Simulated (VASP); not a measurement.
Input of a VASP 6.6.1 run:

Contents of POSCAR:

```
Sn
1.0
   -3.0136439667      3.0136439667      1.5193368895
    3.0136439667     -3.0136439667      1.5193368895
    3.0136439667      3.0136439667     -1.5193368895
Sn
2
Direct
    0.7500000000      0.2500000000      0.5000000000
    0.0000000000      0.0000000000      0.0000000000
```

File INCAR.step1:

```
SYSTEM = Sn
  PREC = Accurate
  ENCUT = 520
  ISMEAR = 0
  SIGMA = 0.15
  LREAL = .False.
  LASPH = .True.
  NELM = 100
  NBANDS = 21
  GGA = PE
  ALGO = Normal
  EDIFF = 1E-4
  LWAVE = .True.
  LCHARG = .False.
```

File INCAR.step2:

```
SYSTEM = Sn
  PREC = Accurate
  ENCUT = 520
  EDIFF = 1E-7
  ISMEAR = 0
  SIGMA = 0.15
  LREAL = .False.
  LASPH = .True.
  NELM = 100
  ALGO = Normal
  ISIF = 2
  LWAVE = .False.
  LCHARG = .True.
  METAGGA = R2SCAN
  LMIXTAU = .True.
  LELF = .True.
  LVHAR = .True.
  NBANDS = 21
  ISTART = 1
```

Contents of KPOINTS:

```
regular mesh
0
Gamma
  16 16 16
  0 0 0
```

Potentials or basis: VASP PAW PBE potentials, release 64 (Sn_d).

The run is started by

```console
$ cat potpaw_PBE.64/Sn_d/POTCAR > POTCAR
$ cp INCAR.step1 INCAR
$ mpirun -np 1 vasp_std > vasp.out
$ cp INCAR.step2 INCAR
$ mpirun -np 1 vasp_std > vasp.out
```

Predict the band gap on the k mesh.

zero (bands 14 and 15 overlap by 3.82 eV).

Estimate the pressure.

0.3 GPa.

Stress tensor (GPa, compression positive):
```
-1.62  0.00  0.00
 0.00 -1.62  0.00
 0.00  0.00  4.18
```

Caveat: the cell differs from its parent crystal (strain +0.025 along x and y, -0.050 along z); the PAW data sets were made with another functional, which shifts forces and pressure a little; spin-orbit coupling is left out, which moves the levels of the heavy elements.
